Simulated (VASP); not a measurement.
Cu, 1 atom in the cell. The structure is cubic, space group Fm-3m (No. 225). The conventional cell has a = 3.563 Å, b = 3.563 Å, c = 3.563 Å, α = 90.00°, β = 90.00°, γ = 90.00°. Cu (site symmetry m-3m) has 12 Cu at 2.52 Å within 3.3 Å. 

* Program: VASP 6.6.1
* Task: single point
* Functional: PBEsol
* Potentials or basis: VASP PAW PBE potentials, release 64 (Cu)
* Cutoff: 520 eV
* k mesh: 28 × 28 × 28
* Occupations: gaussian, width 0.15 eV
* Spin: no spin polarisation
* Dipole correction: no
* Further INCAR settings: ALGO = Normal; EDIFF = 1e-06; NBANDS = 12

Potentials or basis: VASP PAW PBE potentials, release 64 (Cu).

Command:

```console
$ cat potpaw_PBE.64/Cu/POTCAR > POTCAR
$ mpirun -np 1 vasp_std > vasp.out
```

Hardware: 1 thread of Intel Xeon 8259CL, on a shared host.

Task: How long does it take, and how much memory?

Result: Run time: 100 s on 1 thread of Intel Xeon 8259CL (shared host), peak memory 0.19 GiB. Counts: scf iterations 12, k points 624.
